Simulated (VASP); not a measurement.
# P (P2_1/c) in VASP: notebook, part 2 of 2

VASP 6.6.1.

### 3 Single point, PBE (the part above a cut slid along it)

Contents of INCAR:

```
SYSTEM = P
ALGO = Normal
EDIFF = 1E-7
ENCUT = 520
GGA = PE
ISIF = 2
ISMEAR = 0
LASPH = .True.
LCHARG = .False.
LREAL = .False.
LWAVE = .False.
NBANDS = 30
NELM = 60
PREC = Accurate
SIGMA = 0.03
```

Contents of KPOINTS:

```
k-points
0
Gamma
  10 7 3
  0 0 0
```

Contents of POSCAR:

```
P
1.0
   -3.3104324909      0.0000000000      0.0000000000
    0.0000000000      0.0000000000     -4.5577726732
   -1.3241729964    -11.2854350009      0.0000000000
P
8
Direct
   -0.3376283144      0.0862797555      0.8440707859
    0.3623716856      0.0862797555      0.3440707859
   -0.1376283144      0.4137202445      0.3440707859
    0.1623716856      0.4137202445      0.8440707859
   -0.2623716856      0.9137202445      0.6559292141
    0.4376283144      0.9137202445      0.1559292141
   -0.0623716856      0.5862797555      0.1559292141
    0.2376283144      0.5862797555      0.6559292141
```

Potentials or basis: VASP PAW PBE potentials, release 64 (P).

Started as:

```sh
> cat potpaw_PBE.64/P/POTCAR > POTCAR
> mpirun -np 1 vasp_std > vasp.out
```

It took 10 min on 1 thread of Intel Xeon 8259CL, shared host; peak memory 0.38 GiB.

Results (log left out):

| Quantity | Value |
| --- | --- |
| Free energy | -42.9752 eV |
| Pressure | -0.1 GPa |
| Largest force | 0.069 eV/Å |
| Band gap on the k mesh | 0.07 eV |

Forces in eV/Å, atoms in the order of the input:
```
P   -0.006  0.069 -0.005
P    0.006  0.004 -0.053
P    0.006  0.004  0.053
P   -0.006  0.069  0.005
P   -0.006 -0.004  0.053
P    0.006 -0.069  0.005
P    0.006 -0.069 -0.005
P   -0.006 -0.004 -0.053
```

Stress tensor (GPa, compression positive):
```
-0.37 -0.13  0.00
-0.13  0.41  0.00
 0.00  0.00 -0.35
```

Levels at points of the mesh, in eV from the valence-band top:
```tsv
k point	band 16	band 17	band 18	band 19	band 20	band 21	band 22	band 23	band 24	band 25
(0.00, 0.00, 0.00)	-2.28	-2.27	-1.65	-1.12	0.00	0.07	0.70	1.08	1.09	2.14
(0.50, 0.00, 0.00)	-3.20	-2.78	-2.78	-2.19	-2.19	0.52	0.52	0.85	0.85	1.46
```

Caveat: the cell differs from its parent crystal (the part above a cut slid along it); this functional lacks dispersion, which binds layers or chains, so the pressure and a relaxed spacing across them are unreliable.

### 4 Single point, PBE (the part above a cut slid along it)

Contents of INCAR:

```
PREC     = Accurate       # precision mode
ENCUT    = 520            # plane-wave cutoff, eV
EDIFF    = 1E-6           # SCF threshold, eV
ISMEAR   = 0              # smearing method
SIGMA    = 0.03           # smearing width, eV
LREAL    = False          # projectors in reciprocal space
LASPH    = True           # aspherical terms in the spheres
NELM     = 100            # most SCF steps
ALGO     = Normal         # electronic algorithm
ISIF     = 2              # what is computed and relaxed
LWAVE    = False          # write WAVECAR
LCHARG   = True           # write CHGCAR
GGA      = PE             # functional
LELF     = True           # ELF
LVHAR    = True         
NBANDS   = 30             # bands
```

Contents of KPOINTS:

```
regular mesh
0
Gamma
  10 7 3
```

Contents of POSCAR:

```
P
1.0
   -3.3104324909      0.0000000000      0.0000000000
    0.0000000000      0.0000000000     -4.5577726732
   -0.3310432491    -11.2854350009      0.0000000000
P
8
Direct
   -0.0844070786      0.0862797555      0.8440707859
    0.4655929214      0.0862797555      0.3440707859
   -0.0344070786      0.4137202445      0.3440707859
    0.4155929214      0.4137202445      0.8440707859
   -0.0655929214      0.9137202445      0.6559292141
    0.4844070786      0.9137202445      0.1559292141
   -0.0155929214      0.5862797555      0.1559292141
    0.4344070786      0.5862797555      0.6559292141
```

Potentials or basis: VASP PAW PBE potentials, release 64 (P).

Started as:

```sh
> cat potpaw_PBE.64/P/POTCAR > POTCAR
> mpirun -np 1 vasp_std > vasp.out
```

OUTCAR:

```text
PREC = Accurate
   ENCUT = 520
   EDIFF = 1E-6
   ISMEAR = 0
   LREAL = False
   LASPH = True
   NELM = 100
   ISIF = 2
   GGA = PE

 ion  position               nearest neighbor table
   1  0.916  0.086  0.844-   4 2.23   4 2.23   5 2.26
   2  0.466  0.086  0.344-   3 2.23   3 2.23   6 2.26
   3  0.966  0.414  0.344-   2 2.23   2 2.23   7 2.26
   4  0.416  0.414  0.844-   1 2.23   1 2.23   8 2.26
[... 1012 lines left out ...]
  -------------------------------------------------------------------------------------
  Total       -0.3080120     -0.2537213     -0.3039011     -0.1459600      0.0000000      0.0000000
  in kB       -2.8981609     -2.3873261     -2.8594808     -1.3733735      0.0000000      0.0000000
  external PRESSURE =      -2.7149893 kB  Pullay stress =       0.0000000 kB

 VOLUME and BASIS-vectors are now :
 -----------------------------------------------------------------------------
  energy-cutoff  :      520.00
  volume of cell :      170.28
      direct lattice vectors                 reciprocal lattice vectors
    -3.310432491  0.000000000  0.000000000    -0.302075334  0.008860979  0.000000000
     0.000000000  0.000000000 -4.557772673     0.000000000  0.000000000 -0.219405414
    -0.331043249-11.285435001  0.000000000     0.000000000 -0.088609788  0.000000000

 POSITION                                       TOTAL-FORCE (eV/Angst)
 -----------------------------------------------------------------------------------
     -3.31043     -9.52571     -0.39324        -0.007084      0.044438     -0.032930
     -1.65522     -3.88299     -0.39324         0.005876      0.037256     -0.037855
     -3.31043     -3.88299     -1.88564         0.005876      0.037256      0.037855
     -1.65522     -9.52571     -1.88564        -0.007084      0.044438      0.032930
     -3.31043     -7.40245     -4.16453        -0.005876     -0.037256      0.037855
     -1.65522     -1.75973     -4.16453         0.007084     -0.044438      0.032930
     -3.31043     -1.75973     -2.67213         0.007084     -0.044438     -0.032930
     -1.65522     -7.40245     -2.67213        -0.005876     -0.037256     -0.037855
 -----------------------------------------------------------------------------------
    total drift:                                0.000005      0.000002     -0.000000

  FREE ENERGIE OF THE ION-ELECTRON SYSTEM (eV)
  ---------------------------------------------------
  free  energy   TOTEN  =       -43.0115877685 eV

  energy  without entropy=      -43.0115862950  energy(sigma->0) =      -43.01158703
```

stdout:

```text
POSCAR found type information on POSCAR P
 POSCAR found :  1 types and       8 ions
 scaLAPACK will be used
 LDA part: xc-table for (Slater+PW92), standard interpolation
 POSCAR, INCAR and KPOINTS ok, starting setup
 FFT: planning ... GRIDC
 FFT: planning ... GRID_SOFT
 FFT: planning ... GRID
 WAVECAR not read
 entering main loop
```

Wall time 9.8 min (1 thread of Intel Xeon 8259CL, shared host); peak memory 0.37 GiB.

What came out:

- Free energy: -43.0116 eV
- Pressure: -0.3 GPa
- Largest force: 0.056 eV/Å
- Band gap on the k mesh: 0.13 eV

Forces on the atoms (eV/Å):
```
P   -0.007  0.044 -0.033
P    0.006  0.037 -0.038
P    0.006  0.037  0.038
P   -0.007  0.044  0.033
P   -0.006 -0.037  0.038
P    0.007 -0.044  0.033
P    0.007 -0.044 -0.033
P   -0.006 -0.037 -0.038
```

Stress tensor (GPa, compression positive):
```
-0.29 -0.14  0.00
-0.14 -0.24  0.00
 0.00  0.00 -0.29
```

Caveat: the cell differs from its parent crystal (the part above a cut slid along it); this functional lacks dispersion, which binds layers or chains, so the pressure and a relaxed spacing across them are unreliable.

### 5 Summary

```csv
cell,gap on the mesh (eV),pressure (GPa),largest force (eV/Å)
"a = 3.310, b = 4.558, c = 11.305 Å, angles 90.0, 86.6, 90.0°, 8 atoms",0.11,-0.2,0.06
"a = 3.310, b = 4.558, c = 11.363 Å, angles 90.0, 83.3, 90.0°, 8 atoms",0.07,-0.1,0.07
"a = 3.310, b = 4.558, c = 11.290 Å, angles 90.0, 88.3, 90.0°, 8 atoms",0.13,-0.3,0.06
```

Alike in all rows: task single point; level PBE; potentials or basis VASP PAW PBE potentials, release 64 (P); no spin polarisation; k mesh 10 × 7 × 3; cutoff (eV) 520; smearing gaussian 0.03 eV.

Caveats: this functional lacks dispersion, which binds layers or chains, so the pressure and a relaxed spacing across them are unreliable.

Absolute energies hang on the potentials; compare differences alone.
